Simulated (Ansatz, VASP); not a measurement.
## Hf3Pb2: VASP beside Ansatz

The input INCAR:

```
ALGO = Normal ; EDIFF = 1E-7
EDIFFG = -0.01 ; ENCUT = 600
GGA = PE ; IBRION = 2
ISIF = 3 ; ISMEAR = 0
LASPH = T ; LCHARG = F
LREAL = F ; LWAVE = F
NELM = 100 ; NSW = 100
PREC = Accurate ; SIGMA = 0.1
```

KPOINTS

```
k-points
0
Gamma
  8 8 8
```

Contents of POSCAR:

```
Hf3Pb2
1.0
    5.3562822955      0.0000000000      0.0000000000
    0.0000000000      5.3562822955      0.0000000000
    0.0000000000      0.0000000000      5.3562822955
Hf Pb
3 2
Direct
    0.0000000000      0.5000000000      0.5000000000
    0.5000000000      0.0000000000      0.5000000000
    0.5000000000      0.5000000000      0.0000000000
    0.0000000000      0.0000000000      0.0000000000
    0.5000000000      0.5000000000      0.5000000000
```

Input for Ansatz:

```yaml
crystal:
  lattice:
    - [5.3562822955, 0.0, 0.0]
    - [0.0, 5.3562822955, 0.0]
    - [0.0, 0.0, 5.3562822955]
  atoms:
    - { symbol: Hf, position: [0.0, 0.5, 0.5] }
    - { symbol: Hf, position: [0.5, 0.0, 0.5] }
    - { symbol: Hf, position: [0.5, 0.5, 0.0] }
    - { symbol: Pb, position: [0.0, 0.0, 0.0] }
    - { symbol: Pb, position: [0.5, 0.5, 0.5] }
basis:
  ecutwfc: 420
kpoints:
  mp_grid: { grid: [8, 8, 8] }
hamiltonian:
  xc: pbe
scf:
  occupations: { method: gaussian, width: 0.1 }
output:
  forces: true
  stress: true
  eigenvalues: true
  write_density: true
  write_potential: true
  elf: true
  volumetric_format: npy
relax:
  adjacent_minimum: "off"
  f_tol: 0.01
  max_steps: 80
  cell: { stress_tol: 0.05 }
```

Alike in both runs: task relaxation of cell and atoms; functional PBE; k mesh 8 × 8 × 8; occupations gaussian, width 0.1 eV; no spin polarisation.

```csv
,VASP,Ansatz
version,VASP 6.6.1,Ansatz 0.2.0
potentials or method,"VASP PAW PBE potentials, release 64 (Hf_pv, Pb_d), cutoff 600 eV","scalar-relativistic, plane waves, PAW"
valence electrons in the cell,58,106
```

Ansatz gave:

```
gap on the k mesh at the Fermi level, each at its own relaxed structure (eV) : none
relaxed volume (Å³/atom)                                                     : 30.73
relaxed length of the cell vector where the two differ most in proportion (Å)              : 5.356
```

Estimate VASP's values.

gap on the k mesh at the Fermi level, each at its own relaxed structure (eV): none; relaxed volume (Å³/atom): 30.57; relaxed length of the cell vector where the two differ most in proportion (Å): 5.347.

A gap of «none» marks a metal or a gap that the smearing closes. VASP's potentials hold 58 valence electrons a cell and Ansatz's 106, so a difference there can come from the potentials and not from the codes.

Neither program's run includes spin-orbit coupling.
